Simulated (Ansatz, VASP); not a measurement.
**TiO2 in VASP and in Ansatz**

```
Ti O
1.0
    -1.92575    1.87818    4.75700
     1.87818   -1.92575    4.75700
     1.90682    1.90682   -4.77592
Ti O
2 4
Direct
  0.00000 0.00000 0.00000
  0.75000 0.25000 0.50000
  0.20660 0.20660 0.00000
  0.95660 0.45660 0.50000
  0.54340 0.04340 0.50000
  0.79340 0.79340 0.00000
```

Change from the starting cell: equal xy, yz and zx shear strains of -1 %.

Alike in both runs: task single point; functional LDA; k mesh 13 × 13 × 13; occupations fermi-dirac, width 0.08 eV; no spin polarisation.

|  | VASP | Ansatz |
| --- | --- | --- |
| version | VASP 6.6.1 | Ansatz 0.2.0 |
| potentials or method | VASP PAW LDA potentials, release 64 (Ti_sv, O), cutoff 520 eV | all-electron LAPW, scalar-relativistic |

VASP gave:

| Quantity | Value |
| --- | --- |
| pressure (GPa) | -4.8 |
| traceless stress, the component that is largest in VASP (GPa) | 2.37 |
| rms of the force components (eV/Å) | 0.078 |

Task: Which values does Ansatz return?

Result: Pressure (GPa): -5.7; traceless stress, the component that is largest in VASP (GPa): 2.27; rms of the force components (eV/Å): 0.067.

LDA's correlation is that of Perdew and Zunger in VASP and of Perdew and Wang (1992) in Ansatz. Atom by atom the forces differ by 0.015 eV/Å (rms over components). Ansatz ran all-electron here, and VASP with PAW potentials.
